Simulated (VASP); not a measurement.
Here is a VASP 6.6.1 calculation.

File POSCAR:

```
CuI
1.0
    3.6613896848      0.0000000000      0.0000000000
    0.0000000000      3.6613896848      0.0000000000
    0.0000000000      0.0000000000      3.6613896848
Cu I
1 1
Direct
    0.0000000000      0.0000000000      0.0000000000
    0.5000000000      0.5000000000      0.5000000000
```

Contents of INCAR.step1:

```
PREC     = Accurate       # precision mode
ENCUT    = 520            # plane-wave cutoff, eV
ISMEAR   = -1             # smearing method
SIGMA    = 0.02           # smearing width, eV
LREAL    = False          # projectors in reciprocal space
LASPH    = True           # aspherical terms in the spheres
NELM     = 100            # most SCF steps
NBANDS   = 16             # bands
GGA      = PE             # functional
ALGO     = Normal         # electronic algorithm
EDIFF    = 1E-4           # SCF threshold, eV
LWAVE    = True           # write WAVECAR
LCHARG   = False          # write CHGCAR
```

File INCAR.step2:

```
PREC     = Accurate       # precision mode
ENCUT    = 520            # plane-wave cutoff, eV
EDIFF    = 1E-6           # SCF threshold, eV
ISMEAR   = -1             # smearing method
SIGMA    = 0.02           # smearing width, eV
LREAL    = False          # projectors in reciprocal space
LASPH    = True           # aspherical terms in the spheres
NELM     = 100            # most SCF steps
ALGO     = Normal         # electronic algorithm
ISIF     = 2              # what is computed and relaxed
LWAVE    = False          # write WAVECAR
LCHARG   = False          # write CHGCAR
METAGGA  = R2SCAN         # meta-GGA
LMIXTAU  = True         
NBANDS   = 16             # bands
ISTART   = 1
```

Contents of KPOINTS:

```
Automatic mesh
0
Gamma
  8 8 8
```

Potentials or basis: VASP PAW PBE potentials, release 64 (Cu, I).

Run with:

```console
$ cat potpaw_PBE.64/Cu/POTCAR potpaw_PBE.64/I/POTCAR > POTCAR
$ cp INCAR.step1 INCAR
$ mpirun -np 1 vasp_std > vasp.out
$ cp INCAR.step2 INCAR
$ mpirun -np 1 vasp_std > vasp.out
```

Question: Estimate the pressure.

Answer: 0.0 GPa.

Question: What does it give for the band gap on the k mesh?

Answer: Zero (band 9 reaches 5.46 eV, above the bottom of band 10 at 5.36 eV).

Caveat: the PAW data sets were made with another functional, which shifts forces and pressure a little; spin-orbit coupling is left out, which moves the levels of the heavy elements; semilocal functionals often make such compounds metallic where correlation or magnetic order opens a gap, which also shifts bond lengths.
